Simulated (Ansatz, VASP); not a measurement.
## Rb in VASP and in Ansatz

File POSCAR:

```
Rb
1.0
   14.0000000000      0.0000000000      0.0000000000
    0.0000000000     14.4000000000      0.0000000000
    0.0000000000      0.0000000000     14.8000000000
Rb
1
Direct
    0.5000000000      0.5000000000      0.5000000000
```

INCAR.step1

```
PREC     = Accurate       # precision mode
ENCUT    = 520            # plane-wave cutoff, eV
EDIFF    = 1E-5           # SCF threshold, eV
ISMEAR   = -1             # smearing method
SIGMA    = 0.01           # smearing width, eV
LREAL    = F              # projectors in reciprocal space
LASPH    = T              # aspherical terms in the spheres
NELM     = 150            # most SCF steps
ALGO     = Normal         # electronic algorithm
ISIF     = 2              # what is computed and relaxed
LWAVE    = T              # write WAVECAR
ISPIN    = 2              # spin polarisation
MAGMOM   = 0.993          # initial moments
LORBIT   = 11             # projections on sites
GGA      = PE             # functional
ISYM     = 0            
NBANDS   = 14             # bands
```

File INCAR.step2:

```
PREC     = Accurate       # precision mode
ENCUT    = 520            # plane-wave cutoff, eV
EDIFF    = 1E-6           # SCF threshold, eV
ISMEAR   = -1             # smearing method
SIGMA    = 0.01           # smearing width, eV
LREAL    = F              # projectors in reciprocal space
LASPH    = T              # aspherical terms in the spheres
NELM     = 150            # most SCF steps
ALGO     = Normal         # electronic algorithm
ISIF     = 2              # what is computed and relaxed
LWAVE    = F              # write WAVECAR
LCHARG   = T              # write CHGCAR
ISPIN    = 2              # spin polarisation
MAGMOM   = 0.993          # initial moments
LORBIT   = 11             # projections on sites
GGA      = PE             # functional
LHFCALC  = T              # exact exchange
AEXX     = 0.25           # exact-exchange fraction
PRECFOCK = Normal       
LELF     = T              # ELF
LVHAR    = T            
ISTART   = 1            
ISYM     = 0            
NBANDS   = 14             # bands
```

The input KPOINTS:

```
Automatic mesh
0
Gamma
  1 1 1
```

Input for Ansatz:

```yaml
crystal:
  lattice:
    - [14.0, 0.0, 0.0]
    - [0.0, 14.4, 0.0]
    - [0.0, 0.0, 14.8]
  atoms:
    - { symbol: Rb, position: [0.5, 0.5, 0.5], spin: 0.993 }
  symmetry: { detect: false, time_reversal: true }
hamiltonian:
  xc: pbe0
  pseudopotentials:
    kind: paw
    azcp:
      Rb: "pseudopotentials/Rb.paw.azcp"
basis:
  ecutwfc: 420
  fft_grid_basis: typed
kpoints:
  mp_grid: { grid: [1, 1, 1], shift: [0, 0, 0] }
magnetization:
  spin_polarized: true
scf:
  occupations: { method: fermi_dirac, width: 0.01 }
```

Alike in both runs: task single point; functional PBE0; k mesh 1 × 1 × 1; occupations fermi-dirac, width 0.01 eV; collinear spin.

|  | VASP | Ansatz |
| --- | --- | --- |
| version | VASP 6.6.1 | Ansatz 0.2.0 |
| potentials or method | VASP PAW PBE potentials, release 64 (Rb_sv), cutoff 520 eV | plane waves (420 eV) with PAW, scalar-relativistic |
| valence electrons in the cell | 9 | 9 |

VASP gave:

| Property | Result |
| --- | --- |
| gap on the k mesh at the Fermi level (eV) | 1.82 |
| net moment per atom (μB) | 1.00 |
| size of the moment on the site where the two differ most (μB) | 0.04 |

Question: Estimate Ansatz's values.

Answer: gap on the k mesh at the Fermi level (eV): 1.79; net moment per atom (μB): 1.00; size of the moment on the site where the two differ most (μB): 0.99.

Site moments also hang on the region over which each program counts them. Ansatz's warnings: stability check not made.
